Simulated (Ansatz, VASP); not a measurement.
One calculation of Te2Mo, two programs

POSCAR

```
Te2Mo
1.0
    3.5602328140      0.0000000000      0.0000000000
   -1.7801164070      3.0832520603      0.0000000000
    0.0000000000      0.0000000000     17.5240578200
Te Mo
2 1
Direct
    0.3333333333      0.6666666667      0.8978554500
    0.3333333333      0.6666666667      0.1021445500
    0.0000000000      0.0000000000      0.0028532204
```

INCAR.step1

```
PREC     = Accurate       # precision mode
ENCUT    = 520            # plane-wave cutoff, eV
ISMEAR   = 0              # smearing method
SIGMA    = 0.05           # smearing width, eV
LREAL    = False          # projectors in reciprocal space
LASPH    = True           # aspherical terms in the spheres
NELM     = 80             # most SCF steps
NBANDS   = 20             # bands
GGA      = PE             # functional
ALGO     = Normal         # electronic algorithm
EDIFF    = 1E-4           # SCF threshold, eV
LWAVE    = True           # write WAVECAR
LCHARG   = False          # write CHGCAR
```

Contents of INCAR.step2:

```
PREC     = Accurate       # precision mode
ENCUT    = 520            # plane-wave cutoff, eV
EDIFF    = 1E-6           # SCF threshold, eV
ISMEAR   = 0              # smearing method
SIGMA    = 0.05           # smearing width, eV
LREAL    = False          # projectors in reciprocal space
LASPH    = True           # aspherical terms in the spheres
NELM     = 80             # most SCF steps
ALGO     = Normal         # electronic algorithm
ISIF     = 2              # what is computed and relaxed
LWAVE    = False          # write WAVECAR
LCHARG   = False          # write CHGCAR
METAGGA  = R2SCAN         # meta-GGA
LMIXTAU  = True         
NBANDS   = 20             # bands
ISTART   = 1
```

KPOINTS

```
regular mesh
0
Gamma
  9 9 2
```

Input for Ansatz:

```yaml
crystal:
  lattice:
    - [3.560232814, 0.0, 0.0]
    - [-1.780116407, 3.0832520603, 0.0]
    - [0.0, 0.0, 17.52405782]
  atoms:
    - { symbol: Te, position: [0.3333333333, 0.6666666667, 0.89785545] }
    - { symbol: Te, position: [0.3333333333, 0.6666666667, 0.10214455] }
    - { symbol: Mo, position: [0.0, 0.0, 0.0028532204] }
basis:
  ecutwfc: 500
kpoints:
  mp_grid: { grid: [9, 9, 2] }
hamiltonian:
  xc: r2scan
scf:
  occupations: { method: gaussian, width: 0.05 }
output:
  forces: true
  stress: true
  eigenvalues: true
```

Change from the starting cell: all Mo atoms moved +0.050 Å, as atom 3 along Cartesian [0 0 1].

Alike in both runs: task single point; functional r2SCAN; k mesh 9 × 9 × 2; occupations gaussian, width 0.05 eV; no spin polarisation.

|  | VASP | Ansatz |
| --- | --- | --- |
| version | VASP 6.6.1 | Ansatz 0.2.0 |
| potentials or method | VASP PAW PBE potentials, release 64 (Te, Mo_sv), cutoff 520 eV | scalar-relativistic, plane waves, PAW |
| valence electrons in the cell | 26 | 46 |

```csv
,VASP,Ansatz,Ansatz less VASP
gap on the k mesh at the Fermi level (eV),1.13,1.13,-0.002
least direct gap on the mesh (eV),1.13,1.13,-0.002
rms of the force components (eV/Å),0.450,0.448,-0.0023
```

VASP's potentials were made for PBE, not for r2SCAN. Atom by atom the forces differ by 0.013 eV/Å (rms over components). VASP's potentials hold 26 valence electrons a cell and Ansatz's 46, so a difference there can come from the potentials and not from the codes.

Spin-orbit coupling is off throughout.
